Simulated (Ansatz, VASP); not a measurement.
## Hf5H in VASP and in Ansatz

```xyz
6
Lattice="4.9564 0.0000 0.0000 -2.4782 4.2924 0.0000 0.0000 0.0000 21.1328" Properties=species:S:1:pos:R:3 pbc="T T T"
Hf    2.4782    1.4308    4.0000
Hf    0.0000    2.8616    5.0117
Hf    0.0000    0.0000    5.8398
Hf    2.4782    1.4308    6.6870
Hf    0.0000    2.8616    7.8328
H     2.7536    3.8155   11.1328
```

Alike in both runs: task single point; functional PBE; dispersion D3(BJ); k mesh 6 × 6 × 1; occupations gaussian, width 0.1 eV; no spin polarisation.

|  | VASP | Ansatz |
| --- | --- | --- |
| version | VASP 6.6.1 | Ansatz 0.2.0 |
| potentials or method | VASP PAW PBE potentials, release 64 (Hf_pv, H), cutoff 520 eV | scalar-relativistic, plane waves, PAW |
| valence electrons in the cell | 51 | 131 |

|  | VASP | Ansatz | Ansatz less VASP |
| --- | --- | --- | --- |
| gap on the k mesh at the Fermi level (eV) | none | none | - |
| rms of the force components (eV/Å) | 0.380 | 0.389 | +0.0090 |
| work function, face that differs most (eV) | 3.28 | 3.28 | -0.002 |

Atom by atom the forces differ by 0.033 eV/Å (rms over components). A gap of «none» marks a metal or a gap that the smearing closes. VASP's potentials hold 51 valence electrons a cell and Ansatz's 131, so a difference there can come from the potentials and not from the codes.

Neither program's run includes spin-orbit coupling.
